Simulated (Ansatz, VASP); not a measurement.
NaH in VASP and in Ansatz

POSCAR

```
NaH
1.0
    2.9441207713      0.0000000000      0.0000000000
    0.0000000000      2.9323912064      0.0000000000
    0.0000000000      0.0000000000      2.9323912064
Na H
1 1
Direct
    0.0000000000      0.0000000000      0.0000000000
    0.5000000000      0.5000000000      0.5000000000
```

Contents of INCAR.step1:

```
PREC     = Accurate       # precision mode
ENCUT    = 520            # plane-wave cutoff, eV
EDIFF    = 1E-5           # SCF threshold, eV
ISMEAR   = 0              # smearing method
SIGMA    = 0.01           # smearing width, eV
LREAL    = False          # projectors in reciprocal space
LASPH    = True           # aspherical terms in the spheres
NELM     = 80             # most SCF steps
ALGO     = Normal         # electronic algorithm
ISIF     = 2              # what is computed and relaxed
LWAVE    = True           # write WAVECAR
LCHARG   = False          # write CHGCAR
GGA      = PE             # functional
NBANDS   = 11             # bands
```

Contents of INCAR.step2:

```
PREC     = Accurate       # precision mode
ENCUT    = 520            # plane-wave cutoff, eV
EDIFF    = 1E-7           # SCF threshold, eV
ISMEAR   = 0              # smearing method
SIGMA    = 0.01           # smearing width, eV
LREAL    = False          # projectors in reciprocal space
LASPH    = True           # aspherical terms in the spheres
NELM     = 80             # most SCF steps
ALGO     = Normal         # electronic algorithm
ISIF     = 2              # what is computed and relaxed
LWAVE    = False          # write WAVECAR
LCHARG   = False          # write CHGCAR
GGA      = PE             # functional
LHFCALC  = True           # exact exchange
HFSCREEN = 0.2079         # screening, 1/A
PRECFOCK = Normal       
ISTART   = 1            
NBANDS   = 11             # bands
```

File KPOINTS:

```
Automatic mesh
0
Gamma
  6 6 6
```

Input for Ansatz:

```yaml
crystal:
  lattice:
    - [2.9441207713, 0.0, 0.0]
    - [0.0, 2.9323912064, 0.0]
    - [0.0, 0.0, 2.9323912064]
  atoms:
    - { symbol: Na, position: [0.0, 0.0, 0.0] }
    - { symbol: H, position: [0.5, 0.5, 0.5] }
kpoints:
  mp_grid: { grid: [6, 6, 6] }
  band_path:
    path:
      - [0.0, 0.0, 0.0]
      - [0.0, 0.5, 0.0]
      - [0.5, 0.5, 0.0]
      - [0.5, 0.5, 0.5]
      - [0.5, 0.0, 0.0]
    npoints: 1
hamiltonian:
  xc: hse06
scf:
  occupations: { method: fixed }
  n_extra_bands: 4
output:
  forces: true
  stress: true
  eigenvalues: true
```

Change from the starting cell: uniaxial_x strain +0.4%.

Alike in both runs: task single point; functional HSE06; k mesh 6 × 6 × 6; no spin polarisation.

```csv
,VASP,Ansatz
version,VASP 6.6.1,Ansatz 0.2.0
potentials or method,"VASP PAW PBE potentials, release 64 (Na_pv, H)","plane waves, PAW"
plane-wave cutoff (eV),520,420
occupations,"gaussian, width 0.01 eV",fixed
valence electrons in the cell,8,10
```

|  | VASP | Ansatz | Ansatz less VASP |
| --- | --- | --- | --- |
| gap on the k mesh at the Fermi level (eV) | 1.85 | 1.85 | +0.005 |
| pressure (GPa) | 0.2 | 0.2 | -0.02 |
| traceless stress, the component that is largest in VASP (GPa) | -0.32 | -0.32 | +0.001 |

VASP's potentials hold 8 valence electrons a cell and Ansatz's 10, so a difference there can come from the potentials and not from the codes. Ansatz's warnings: stress exchange threshold loose, stress scf threshold loose.
